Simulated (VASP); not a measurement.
Set up this calculation in VASP 6.6.1, as the native input.

```
Task                   : single point
Functional             : PBE
Potentials or basis    : VASP PAW PBE potentials, release 64 (Mg, Hf_pv, O)
Cutoff                 : 520 eV
k mesh                 : 14 × 14 × 8
Occupations            : gaussian, width 0.1 eV
Spin                   : no spin polarisation
Dipole correction      : no
Further INCAR settings : ALGO = Normal; EDIFF = 1e-06; NBANDS = 22
```

The structure of Hf2MgO lies in POSCAR:

```
Hf2MgO
1.0
    3.6075166010      0.0000000000      0.0000000000
    0.0000000000      3.6075166010      0.0000000000
    0.0000000000      0.0000000000      5.8181977679
Mg Hf O
1 2 1
Direct
    0.0000000000      0.0000000000      0.0000000000
    0.5000000000      0.5000000000      0.0000000000
    0.5000000000      0.5000000000      0.5000000000
    0.0000000000      0.0000000000      0.5000000000
```

The cell was generated, and may not be a known phase.

One way to write it, as run:

INCAR

```
SYSTEM = Hf2MgO
ALGO = Normal ; EDIFF = 1E-6
ENCUT = 520 ; GGA = PE
ISIF = 2 ; ISMEAR = 0
LASPH = .True. ; LCHARG = .False.
LREAL = .False. ; LWAVE = .False.
NBANDS = 22 ; NELM = 80
PREC = Accurate ; SIGMA = 0.1
```

KPOINTS

```
k-points
0
Gamma
  14 14 8
  0 0 0
```

Potentials or basis: VASP PAW PBE potentials, release 64 (Mg, Hf_pv, O).

The run is started by

```bash
$ cat potpaw_PBE.64/Mg/POTCAR potpaw_PBE.64/Hf_pv/POTCAR potpaw_PBE.64/O/POTCAR > POTCAR
$ mpirun -np 1 vasp_std > vasp.out
```

Results of the run:

```yaml
Pressure: -0.3 GPa
Band_gap_on_the_k_mesh: zero (bands 14 and 15 overlap by 1.14 eV)
```

Caveat: spin-orbit coupling is left out, which moves the levels of the heavy elements.

Run time: 7.4 min on 1 thread of Intel Xeon 8259CL, with other jobs on the host, peak memory 0.42 GiB.
